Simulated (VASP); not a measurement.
Write the native input for VASP 6.6.1 that does the following.

```
Task                   : single point
Functional             : LDA
Potentials or basis    : VASP PAW LDA potentials, release 64 (Mo_sv)
Cutoff                 : 520 eV
k mesh                 : 14 × 14 × 14
Occupations            : gaussian, width 0.03 eV
Spin                   : no spin polarisation
Dipole correction      : no
Further INCAR settings : ALGO = Normal; EDIFF = 1e-06; NBANDS = 13
```

The structure of Mo lies in POSCAR:

```
Mo
1.0
   -1.5565618036      1.5565618036      1.5565618036
    1.5565618036     -1.5565618036      1.5565618036
    1.5565618036      1.5565618036     -1.5565618036
Mo
1
Direct
    0.0000000000      0.0000000000      0.0000000000
```

The input as run:

INCAR

```
  PREC = Accurate
  ENCUT = 520
  EDIFF = 1E-6
  ISMEAR = 0
  SIGMA = 0.03
  LREAL = False
  LASPH = True
  NELM = 100
  ALGO = Normal
  ISIF = 2
  LWAVE = False
  LCHARG = False
  GGA = CA
  NBANDS = 13
```

KPOINTS

```
regular mesh
0
Gamma
  14 14 14
```

Potentials or basis: VASP PAW LDA potentials, release 64 (Mo_sv).

Command:

```console
$ cat potpaw_LDA.64/Mo_sv/POTCAR > POTCAR
$ mpirun -np 1 vasp_std > vasp.out
```

Results of the run:

```json
{
  "Pressure": "1.4 GPa",
  "Band gap on the k mesh": "zero (band 7 reaches 17.25 eV, above the bottom of band 8 at 11.59 eV)"
}
```

Run time: 23 s on 1 thread of AMD EPYC 7R13 (shared host), peak memory 0.1 GiB.
